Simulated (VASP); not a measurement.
A run of VASP 6.6.1:

Contents of INCAR:

```
PREC = Accurate
ENCUT = 500
EDIFF = 1E-6
ISMEAR = 0
SIGMA = 0.15
LREAL = False
LASPH = True
NELM = 120
ALGO = Normal
ISIF = 2
LWAVE = False
LCHARG = True
GGA = PE
LELF = True
LVHAR = True
NBANDS = 26
GGA_COMPAT = False
```

Contents of KPOINTS:

```
Automatic mesh
0
Gamma
  3 3 2
```

The input POSCAR:

```
ScInTeSe
1.0
    4.1398227960      0.0000000000      0.0000000000
    0.0000000000      4.1398227960      0.0000000000
    0.0000000000      0.0000000000      6.2928857728
Sc In Te Se
1 1 1 1
Direct
    0.0000000000      0.0000000000      0.0000000000
    0.0000000000      0.0000000000      0.5000000000
    0.5000000000      0.5000000000      0.5000000000
    0.5000000000      0.5000000000      0.0000000000
```

Potentials or basis: VASP PAW PBE potentials, release 64 (Sc_sv, In_d, Te, Se).

The run is started by

```sh
$ cat potpaw_PBE.64/Sc_sv/POTCAR potpaw_PBE.64/In_d/POTCAR potpaw_PBE.64/Te/POTCAR potpaw_PBE.64/Se/POTCAR > POTCAR
$ mpirun -np 1 vasp_std > vasp.out
```

Hardware: 1 thread of Intel Xeon 8259CL, with other jobs on the host.

Q: Estimate the wall time of this run.

A: Run time: 50 s on 1 thread of Intel Xeon 8259CL (shared host), peak memory 0.21 GiB. Counts: scf iterations 14, k points 6.
